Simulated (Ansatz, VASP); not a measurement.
Bi2Se3: VASP beside Ansatz

INCAR

```
SYSTEM = Bi2Se3
PREC = Accurate
ENCUT = 520
EDIFF = 1E-6
ISMEAR = 0
SIGMA = 0.1
LREAL = .False.
LASPH = .True.
NELM = 60
ALGO = Normal
ISIF = 2
LWAVE = .False.
LCHARG = .True.
GGA = PS
LELF = .True.
LVHAR = .True.
NBANDS = 32
```

KPOINTS

```
regular mesh
0
Gamma
  6 6 6
  0 0 0
```

The input POSCAR:

```
Bi2Se3
1.0
    2.0956832600      1.2099433000      9.9762290700
   -2.0956832600      1.2099433000      9.9762290700
    0.0000000000     -2.4198865900      9.9762290700
Bi Se
2 3
Direct
    0.3984350000      0.3984350000      0.3984350000
    0.6015650000      0.6015650000      0.6015650000
    1.0000000000      0.0000000000      0.0000000000
    0.2157150000      0.2157150000      0.2157150000
    0.7842850000      0.7842850000      0.7842850000
```

Input for Ansatz:

```yaml
crystal:
  lattice:
    - [2.09568326, 1.2099433, 9.97622907]
    - [-2.09568326, 1.2099433, 9.97622907]
    - [0.0, -2.41988659, 9.97622907]
  atoms:
    - { symbol: Bi, position: [0.398435, 0.398435, 0.398435] }
    - { symbol: Bi, position: [0.601565, 0.601565, 0.601565] }
    - { symbol: Se, position: [1.0, 0.0, 0.0] }
    - { symbol: Se, position: [0.215715, 0.215715, 0.215715] }
    - { symbol: Se, position: [0.784285, 0.784285, 0.784285] }
basis:
  ecutwfc: 420
kpoints:
  mp_grid: { grid: [6, 6, 6] }
hamiltonian:
  xc: pbesol
scf:
  occupations: { method: gaussian, width: 0.1 }
output:
  forces: true
  stress: true
  eigenvalues: true
```

Alike in both runs: task single point; functional PBEsol; k mesh 6 × 6 × 6; occupations gaussian, width 0.1 eV; no spin polarisation.

|  | VASP | Ansatz |
| --- | --- | --- |
| version | VASP 6.6.1 | Ansatz 0.2.0 |
| potentials or method | VASP PAW PBE potentials, release 64 (Bi_d, Se), cutoff 520 eV | scalar-relativistic, plane waves, PAW |
| valence electrons in the cell | 48 | 78 |

Ansatz gave:

- gap on the k mesh at the Fermi level (eV): 0.36
- least direct gap on the mesh (eV): 0.36
- pressure (GPa): -2.5
- traceless stress, the component that is largest in VASP (GPa): 0.07
- rms of the force components (eV/Å): 0.071

Problem. Which values does VASP return?

Solution. gap on the k mesh at the Fermi level (eV): 0.36; least direct gap on the mesh (eV): 0.36; pressure (GPa): -2.5; traceless stress, the component that is largest in VASP (GPa): 0.07; rms of the force components (eV/Å): 0.066.

VASP's potentials were made for PBE, not for PBEsol. Atom by atom the forces differ by 0.007 eV/Å (rms over components). VASP's potentials hold 48 valence electrons a cell and Ansatz's 78, so a difference there can come from the potentials and not from the codes.

Spin-orbit coupling is off throughout.
